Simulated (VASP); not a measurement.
# AlO2 (Cmmm) in VASP: further runs

Runs on AlO2. Level: PBE. Tasks: single point, relaxation of cell and atoms.

Everything below comes from runs of VASP 6.6.1. Logs are shortened: lines on timing, memory, paths and dates and some standing lists are left out, and cuts for length are marked.

### 1 The cell of the first run

Symmetry: Cmmm, No. 65, orthorhombic system. Conventional cell: a = 3.656 Å, b = 4.902 Å, c = 4.470 Å, α = 90.00°, β = 90.00°, γ = 90.00°. Within 1.9 Å of Al (site symmetry mmm) lie 2 O at 1.41 Å. O (site symmetry mm2) has 1 Al at 1.41 Å and 1 O at 1.66 Å within 1.9 Å.

The cell was built from a structure type or drawn by symmetry, and may not be a known phase.

### 2 Single point, PBE

INCAR reads:

```
PREC = Accurate
ENCUT = 520
EDIFF = 1E-6
ISMEAR = 0
SIGMA = 0.1
LREAL = F
LASPH = T
NELM = 80
ALGO = Normal
ISIF = 2
LWAVE = F
LCHARG = F
GGA = PE
NBANDS = 14
```

KPOINTS reads:

```
Automatic mesh
0
Gamma
  6 6 4
```

POSCAR reads:

```
AlO2
1.0
    1.8282264400     -2.4509817800      0.0000000000
    1.8282264400      2.4509817800      0.0000000000
    0.0000000000      0.0000000000      4.4701370100
Al O
1 2
Direct
    0.5000000000      0.5000000000      0.5000000000
    0.5000000000      0.5000000000      0.8146551900
    0.5000000000      0.5000000000      0.1853448100
```

Potentials or basis: VASP PAW PBE potentials, release 64 (Al, O).

The run is started by

```sh
$ cat potpaw_PBE.64/Al/POTCAR potpaw_PBE.64/O/POTCAR > POTCAR
$ mpirun -np 1 vasp_std > vasp.out
```

OUTCAR:

```text
PREC = Accurate
   ENCUT = 520
   EDIFF = 1E-6
   ISMEAR = 0
   LREAL = F
   LASPH = T
   NELM = 80
   ISIF = 2
   GGA = PE

 ion  position               nearest neighbor table
   1  0.500  0.500  0.500-   2 1.41   3 1.41
   2  0.500  0.500  0.815-   1 1.41   3 1.66
   3  0.500  0.500  0.185-   1 1.41   2 1.66

  LATTYP: Found a base centered orthorhombic cell.
 ALAT       =     3.6564528800
 B/A-ratio  =     1.3406335924
 C/A-ratio  =     1.2225337388

  Lattice vectors:

 A1 = (   1.8282264400,  -2.4509817800,   0.0000000000)
 A2 = (   1.8282264400,   2.4509817800,   0.0000000000)
 A3 = (   0.0000000000,   0.0000000000,   4.4701370100)

Analysis of symmetry for initial positions (statically):
=====================================================================
 Subroutine PRICEL returns:
 Original cell was already a primitive cell.

 Routine SETGRP: Setting up the symmetry group for a
 base centered orthorhombic supercell.

 Subroutine GETGRP returns: Found  8 space group operations
 (whereof  8 operations were pure point group operations)
 out of a pool of  8 trial point group operations.

The static configuration has the point symmetry D_2h.

Analysis of symmetry for dynamics (positions and initial velocities):
=====================================================================
 Subroutine PRICEL returns:
 Original cell was already a primitive cell.

 Routine SETGRP: Setting up the symmetry group for a
 base centered orthorhombic supercell.

 Subroutine GETGRP returns: Found  8 space group operations
 (whereof  8 operations were pure point group operations)
 out of a pool of  8 trial point group operations.

The dynamic configuration has the point symmetry D_2h.

 Subroutine INISYM returns: Found  8 space group operations
 (whereof  8 operations are pure point group operations),
 and found     1 'primitive' translations

----------------------------------------------------------------------------------------

                                     Primitive cell

  volume of cell :      40.0609

  direct lattice vectors                    reciprocal lattice vectors
     1.828226440 -2.450981780  0.000000000     0.273489098 -0.203999884  0.000000000
     1.828226440  2.450981780  0.000000000     0.273489098  0.203999884  0.000000000
     0.000000000  0.000000000  4.470137010     0.000000000  0.000000000  0.223706790

  length of vectors
     3.057731774  3.057731774  4.470137010     0.341192379  0.341192379  0.223706790

  position of ions in fractional coordinates (direct lattice)
     0.500000000  0.500000000  0.500000000
     0.500000000  0.500000000  0.814655190
     0.500000000  0.500000000  0.185344810

  ion indices of the primitive-cell ions
   primitive index   ion index
                 1           1
                 2           2
                 3           3

----------------------------------------------------------------------------------------

 KPOINTS: Automatic mesh

Automatic generation of k-mesh.
 Grid dimensions read from file:
 generate k-points for:    6    6    4

 Generating k-lattice:

  Cartesian coordinates                     Fractional coordinates (reciprocal lattice)
     0.045581516 -0.033999981  0.000000000     0.166666667  0.000000000  0.000000000
     0.045581516  0.033999981  0.000000000     0.000000000  0.166666667  0.000000000
     0.000000000  0.000000000  0.055926697     0.000000000  0.000000000  0.250000000

  Length of vectors
     0.056865397  0.056865397  0.055926697

  Shift w.r.t. Gamma in fractional coordinates (k-lattice)
     0.000000000  0.000000000  0.000000000

 Subroutine IBZKPT returns following result:
 ===========================================

 Found     39 irreducible k-points:

 Following reciprocal coordinates:
            Coordinates               Weight
  0.000000  0.000000  0.000000      1.000000
  0.166667 -0.000000  0.000000      4.000000
  0.333333  0.000000  0.000000      4.000000
  0.500000 -0.000000  0.000000      2.000000
  0.166667  0.166667  0.000000      2.000000
  0.333333  0.166667  0.000000      4.000000
[... 16 lines left out ...]
  0.333333  0.333333  0.250000      4.000000
  0.500000  0.333333  0.250000      8.000000
 [... further k-points ...]
   k-points           NKPTS =     39   k-points in BZ     NKDIM =     39   number of bands    NBANDS=     14
   number of dos      NEDOS =    301   number of ions     NIONS =      3
   total plane-waves  NPLWV =  20736
   dimension x,y,z NGX =    24 NGY =   24 NGZ =   36
   dimension x,y,z NGXF=    48 NGYF=   48 NGZF=   72
   ions per type =               1   2
   NGX,Y,Z   is equivalent  to a cutoff of  13.05, 13.05, 13.39 a.u.
   NGXF,Y,Z  is equivalent  to a cutoff of  26.10, 26.10, 26.78 a.u.
 SYSTEM =  unknown system
   PREC   = accura    normal or accurate (medium, high low for compatibility)
   ISTART =      0    job   : 0-new  1-cont  2-samecut
   ICHARG =      2    charge: 1-file 2-atom 10-const
   ISPIN  =      1    spin polarized calculation?
   LNONCOLLINEAR =      F non collinear calculations
   LSORBIT =      F    spin-orbit coupling
   LASPH  =      T    aspherical Exc in radial PAW
   ENCUT  =  520.0 eV  38.22 Ry    6.18 a.u.   5.69  5.69  8.31*2*pi/ulx,y,z
   NELM   =     80;   NELMIN=  2; NELMDL= -5     # of ELM steps
   EDIFF  = 0.1E-05   stopping-criterion for ELM
   LREAL  =      F    real-space projection
   EDIFFG = 0.1E-04   stopping-criterion for IOM
   NSW    =      0    number of steps for IOM
   IBRION =     -1    ionic relax: 0-MD 1-quasi-New 2-CG
   NFREE  =      0    steps in history (QN), initial steepest desc. (CG)
   ISIF   =      2    stress and relaxation
   ISYM   =      2    0-nonsym 1-usesym 2-fastsym
   POTIM  = 0.5000    time-step for ionic-motion
   TEBEG  =    0.0;   TEEND  =   0.0 temperature during run
   PSTRESS=    0.0 pullay stress
   NELECT =      15.0000    total number of electrons
   NUPDOWN=      -1.0000    fix difference up-down
   EMIN   =  10.00;   EMAX   =-10.00  energy-range for DOS
   EFERMI =   0.00;   METHOD = LEGACY
   ISMEAR =     0;   SIGMA  =   0.10  broadening in eV -4-tet -1-fermi 0-gaus
   EFERMI_NEDOS =   21; number of points for ismear=-14 and -15
   IALGO  =     38    algorithm
   IMIX   =      4    mixing-type and parameters
     AMIX     =   0.40;   BMIX     =  1.00
     AMIX_MAG =   1.60;   BMIX_MAG =  1.00
  volume/ion in A,a.u.               =      13.35        90.11
  Fermi-wavevector in a.u.,A,eV,Ry     =   1.179954  2.229789 18.943264  1.392291
  Thomas-Fermi vector in A             =   2.316255
   LORBIT       =      0    0 simple, 1 ext, 2 COOP (PROOUT), +10 PAW based schemes
   GGA     = PE    functional components
   LHFCALC =     F    Hartree Fock is set to
   AEXX    =    0.0000 exact exchange contribution
   IVDW    =     0    specifies the selected vdW correction
   LEPSILON=     F    determine dielectric tensor
   LRPA    =     F    only Hartree local field effects (RPA)
 non-spin polarized calculation
 Gauss-broadening in eV      SIGMA  =   0.10
  energy-cutoff  :      520.00
  volume of cell :       40.06
 maximum number of plane-waves:      1088
   NGX = 11   NGY = 11   NGZ = 17

 number of electron      14.9999993 magnetization

 Free energy of the ion-electron system (eV)
  ---------------------------------------------------
  ext. energy  EPLUGINS =         0.00000000
  ---------------------------------------------------
  free energy    TOTEN  =       -10.61508043 eV

  energy without entropy =      -10.61041109  energy(sigma->0) =      -10.61274576

 E-fermi :   2.4918     XC(G=0):  -9.1041

 val. band max:        2.4622603715   @ k =  -0.3333   0.1667   0.2500
 cond. band min:       2.5560997488   @ k =  -0.1667   0.1667   0.0000
 fundamental gap:      0.0938393773
 Fermi energy:         2.4917964310

 k-point     1 :       0.0000    0.0000    0.0000
  band No.  band energies     occupation
      1     -18.3153      2.00000
      2     -15.0526      2.00000
      3      -6.3059      2.00000
      4      -1.2665      2.00000
      5      -0.9761      2.00000
      6       0.6043      2.00000
      7       0.8021      2.00000
      8       1.5028      2.00000
      9       3.6179      0.00000
     10      12.0112      0.00000
     11      12.0936      0.00000
     12      12.2786      0.00000
     13      14.2494      0.00000
     14      14.9142      0.00000

 k-point     2 :       0.1667   -0.0000    0.0000
  band No.  band energies     occupation
      1     -18.2465      2.00000
      2     -15.0007      2.00000
      3      -6.2023      2.00000
      4      -1.9631      2.00000
      5      -1.0941      2.00000
      6       0.3160      2.00000
      7       0.7261      2.00000
      8       2.2636      1.99875
      9       3.6398      0.00000
     10      10.1796      0.00000
     11      12.5858      0.00000
     12      12.9288      0.00000
     13      14.1418      0.00000
     14      16.4168      0.00000

 k-point     3 :       0.3333    0.0000    0.0000
  band No.  band energies     occupation
      1     -18.1044      2.00000
      2     -14.8939      2.00000
      3      -5.9749      2.00000
      4      -3.0874      2.00000
      5      -1.1260      2.00000
      6      -0.3286      2.00000
      7       0.7054      2.00000
      8       3.6164      0.00000
      9       3.6830      0.00000
     10       7.5480      0.00000
     11      13.6384      0.00000
     12      14.2752      0.00000
     13      14.4691      0.00000
     14      15.5078      0.00000

 k-point     4 :       0.5000   -0.0000    0.0000
  band No.  band energies     occupation
      1     -18.0307      2.00000
      2     -14.8387      2.00000
      3      -5.8445      2.00000
      4      -3.5680      2.00000
      5      -1.1348      2.00000
      6      -0.6324      2.00000
      7       0.7011      2.00000
      8       3.7047      0.00000
      9       5.0730      0.00000
     10       5.5822      0.00000
     11      13.8868      0.00000
     12      14.8887      0.00000
     13      15.1671      0.00000
     14      15.9162      0.00000

 k-point     5 :       0.1667    0.1667    0.0000
  band No.  band energies     occupation
      1     -18.1645      2.00000
      2     -14.9397      2.00000
      3      -6.0705      2.00000
      4      -2.3512      2.00000
      5      -1.5875      2.00000
      6       0.1427      2.00000
      7       0.4605      2.00000
      8       3.1272      0.00000
      9       3.6648      0.00000
     10       8.9168      0.00000
     11      12.2468      0.00000
[... 276 lines left out ...]
 k-point    22 :      -0.1667    0.1667    0.2500
  band No.  band energies     occupation
      1     -17.9783      2.00000
      2     -15.4232      2.00000
      3      -5.4443      2.00000
      4      -1.7244      2.00000
      5      -1.4558      2.00000
      6      -0.0837      2.00000
      7       0.2990      2.00000
      8       1.8348      2.00000
      9       4.1826      0.00000
     10      10.9970      0.00000
     11      11.1764      0.00000
     12      13.1157      0.00000
     13      15.2128      0.00000
     14      16.4424      0.00000

 k-point    23 :       0.3333    0.3333    0.2500
  band No.  band energies     occupation
      1     -17.7171      2.00000
      2     -15.1801      2.00000
      3      -5.1247      2.00000
      4      -2.5688      2.00000
      5      -2.4991      2.00000
      6      -0.6611      2.00000
      7      -0.5972      2.00000
      8       3.0254      0.00000
      9       6.1227      0.00000
     10       7.1343      0.00000
     11      10.0649      0.00000
     12      13.8646      0.00000
     13      16.4051      0.00000
     14      16.5855      0.00000

 k-point    24 :       0.5000    0.3333    0.2500
  band No.  band energies     occupation
      1     -17.6845      2.00000
      2     -15.1499      2.00000
      3      -5.0989      2.00000
      4      -2.9557      2.00000
      5      -2.1131      2.00000
      6      -0.9891      2.00000
      7      -0.2752      2.00000
      8       3.0385      0.00000
      9       5.9067      0.00000
     10       7.5726      0.00000
     11       9.8890      0.00000
     12      13.6221      0.00000
     13      14.9458      0.00000
     14      16.5689      0.00000

 [... further k-points ...]

------------------------ aborting loop because EDIFF is reached ----------------------------------------

  FORCE on cell =-STRESS in cart. coord.  units (eV):
  Direction    XX          YY          ZZ          XY          YZ          ZX
  --------------------------------------------------------------------------------------
  -------------------------------------------------------------------------------------
  Total        1.2947234      2.1053329     43.7315988     -0.0000000      0.0000000      0.0000000
  in kB       51.7805539     84.1996842   1748.9807879     -0.0000000      0.0000000      0.0000000
  external PRESSURE =     628.3203420 kB  Pullay stress =       0.0000000 kB

 VOLUME and BASIS-vectors are now :
 -----------------------------------------------------------------------------
  energy-cutoff  :      520.00
  volume of cell :       40.06
      direct lattice vectors                 reciprocal lattice vectors
     1.828226440 -2.450981780  0.000000000     0.273489098 -0.203999884  0.000000000
     1.828226440  2.450981780  0.000000000     0.273489098  0.203999884  0.000000000
     0.000000000  0.000000000  4.470137010     0.000000000  0.000000000  0.223706790

 POSITION                                       TOTAL-FORCE (eV/Angst)
 -----------------------------------------------------------------------------------
      1.82823      0.00000      2.23507        -0.000000     -0.000000     -0.000000
      1.82823      0.00000      3.64162         0.000000      0.000000     15.333745
      1.82823      0.00000      0.82852        -0.000000      0.000000    -15.333745
 -----------------------------------------------------------------------------------
    total drift:                               -0.000000     -0.000000      0.000000

  FREE ENERGIE OF THE ION-ELECTRON SYSTEM (eV)
  ---------------------------------------------------
  free  energy   TOTEN  =       -10.6150804315 eV

  energy  without entropy=      -10.6104110884  energy(sigma->0) =      -10.61274576
```

It took 6.4 s on 1 thread of Intel Xeon 6975P-C (Granite Rapids), shared host; peak memory 0.15 GiB.

What came out:

- Free energy: -10.6151 eV
- Pressure: 62.8 GPa
- Largest force: 15.334 eV/Å
- Band gap on the k mesh: zero (an odd number of electrons rules out a gap without spin polarisation)

Forces on the atoms (eV/Å):
```
Al    0.000   0.000   0.000
O     0.000   0.000  15.334
O     0.000   0.000 -15.334
```

Levels at points of the mesh, in eV from the Fermi level:
```tsv
k point	band 6	band 7	band 8	band 9	band 10	band 11
(0.00, 0.00, 0.00)	-1.89	-1.69	-0.99	1.13	9.52	9.60
(0.50, 0.00, 0.00)	-3.12	-1.79	1.21	2.58	3.09	11.40
(0.50, 0.50, 0.00)	-3.07	-2.49	1.27	3.48	4.05	6.99
(0.00, 0.00, 0.50)	-2.75	-2.08	-1.81	1.66	6.71	9.84
(0.50, 0.00, 0.50)	-3.53	-1.96	-0.63	3.71	3.97	11.43
(0.50, 0.50, 0.50)	-4.29	-3.07	-0.06	4.57	4.59	7.83
```

Caveat: the cell stands under pressure; an odd number of electrons without spin polarisation forces a metal; a magnetic or distorted state may lie lower.

### 3 Relaxation of cell and atoms, PBE

INCAR reads:

```
ALGO = Normal ; EDIFF = 1E-6
EDIFFG = -0.04 ; ENCUT = 600
GGA = PE ; IBRION = 2
ISIF = 3 ; ISMEAR = 0
LASPH = True ; LCHARG = False
LREAL = False ; LWAVE = False
NELM = 80 ; NSW = 90
PREC = Accurate ; SIGMA = 0.1
```

KPOINTS reads:

```
k-points
0
Gamma
  6 6 4
```

POSCAR is that of step 2.

Potentials or basis: VASP PAW PBE potentials, release 64 (Al, O).

The run is started by

```sh
$ cat potpaw_PBE.64/Al/POTCAR potpaw_PBE.64/O/POTCAR > POTCAR
$ mpirun -np 1 vasp_std > vasp.out
```

It took 2.9 min on 1 thread of Intel Xeon 6975P-C (Granite Rapids), shared host; peak memory 0.17 GiB.

Results (log left out):

```
Free energy                           : -14.2199 eV
Relaxed volume                        : 14.29 Å³/atom
Relaxed cell                          : a = 3.205 Å, b = 3.205 Å, c = 4.744 Å, α = 90.00°, β = 90.00°, γ = 118.35°
Space group after relaxing (to 0.1 Å) : Cmmm (No. 65)
Pressure after relaxing               : -0.1 GPa
Largest force after relaxing          : 0.020 eV/Å
Band gap on the k mesh                : zero (an odd number of electrons rules out a gap without spin polarisation)
```

Forces on the atoms (eV/Å):
```
Al   0.000  0.000  0.000
O    0.000  0.000 -0.020
O    0.000  0.000  0.020
```

Stress tensor (GPa, compression positive):
```
-0.35  0.00  0.00
 0.00 -0.05  0.00
 0.00  0.00  0.05
```

Final structure:
```
Al O
1.0
     1.64212   -2.75201    0.00000
     1.64212    2.75201    0.00000
     0.00000    0.00000    4.74362
Al O
1 2
Direct
  0.50000 0.50000 0.50000
  0.50000 0.50000 0.85602
  0.50000 0.50000 0.14398
```

Levels at points of the mesh, in eV from the Fermi level:
```tsv
k point	band 5	band 6	band 7	band 8	band 9	band 10	band 11
(0.00, 0.00, 0.00)	-4.41	-1.91	-0.31	-0.26	4.12	8.16	8.99
(0.50, 0.00, 0.00)	-4.73	-1.62	-0.51	0.65	2.15	4.63	7.87
(0.50, 0.50, 0.00)	-4.85	-1.63	-0.60	0.73	2.40	4.66	7.26
(0.00, 0.00, 0.50)	-4.38	-3.62	-0.45	-0.39	5.54	6.15	11.48
(0.50, 0.00, 0.50)	-4.66	-3.21	-0.76	0.26	2.62	5.94	8.67
(0.50, 0.50, 0.50)	-4.77	-3.18	-0.90	0.53	2.68	5.84	8.09
```

Caveat: an odd number of electrons without spin polarisation forces a metal; a magnetic or distorted state may lie lower.

[end of part 1 of 2]
